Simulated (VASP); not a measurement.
Input of a VASP 6.6.1 run:

POSCAR

```
TiO2
1.0
    3.3671529609      0.0000000000      0.0000000000
    0.0000000000      3.3671529609      0.0000000000
    0.0000000000      0.0000000000      5.2051742126
Ti O
2 4
Direct
    0.5000000000      0.5000000000      0.5000000000
    0.0000000000      0.0000000000      0.0000000000
    0.0000000000      0.5000000000      0.6626422325
    0.5000000000      0.0000000000      0.8373577675
    0.5000000000      0.0000000000      0.3373577675
    0.0000000000      0.5000000000      0.1626422325
```

File INCAR.step1:

```
SYSTEM = TiO2
  PREC = Accurate
  ENCUT = 520
  ISMEAR = -1
  SIGMA = 0.02
  LREAL = .FALSE.
  LASPH = .TRUE.
  NELM = 80
  NBANDS = 33
  GGA = PE
  ALGO = Normal
  EDIFF = 1E-4
  LWAVE = .TRUE.
  LCHARG = .FALSE.
```

The input INCAR.step2:

```
SYSTEM = TiO2
  PREC = Accurate
  ENCUT = 520
  EDIFF = 1E-6
  ISMEAR = -1
  SIGMA = 0.02
  LREAL = .FALSE.
  LASPH = .TRUE.
  NELM = 80
  ALGO = Normal
  ISIF = 2
  LWAVE = .FALSE.
  LCHARG = .FALSE.
  METAGGA = R2SCAN
  LMIXTAU = .TRUE.
  NBANDS = 33
  ISTART = 1
```

KPOINTS

```
Automatic mesh
0
G
  8 8 4
  0 0 0
```

Potentials or basis: VASP PAW PBE potentials, release 64 (Ti_sv, O).

Run with:

```bash
$ cat potpaw_PBE.64/Ti_sv/POTCAR potpaw_PBE.64/O/POTCAR > POTCAR
$ cp INCAR.step1 INCAR
$ mpirun -np 1 vasp_std > vasp.out
$ cp INCAR.step2 INCAR
$ mpirun -np 1 vasp_std > vasp.out
```

**Question.** Estimate the largest force.

**Answer.** 0.098 eV/Å.

**Question.** Predict the pressure.

**Answer.** 1.5 GPa.

**Question.** Predict the band gap on the k mesh.

**Answer.** 2.95 eV (least direct gap 2.98 eV).

Stress tensor (GPa, compression positive):
```
1.85 0.00 0.00
0.00 1.85 0.00
0.00 0.00 0.72
```

Caveat: the PAW data sets were made with another functional, which shifts forces and pressure a little. A k mesh can miss the band edges.
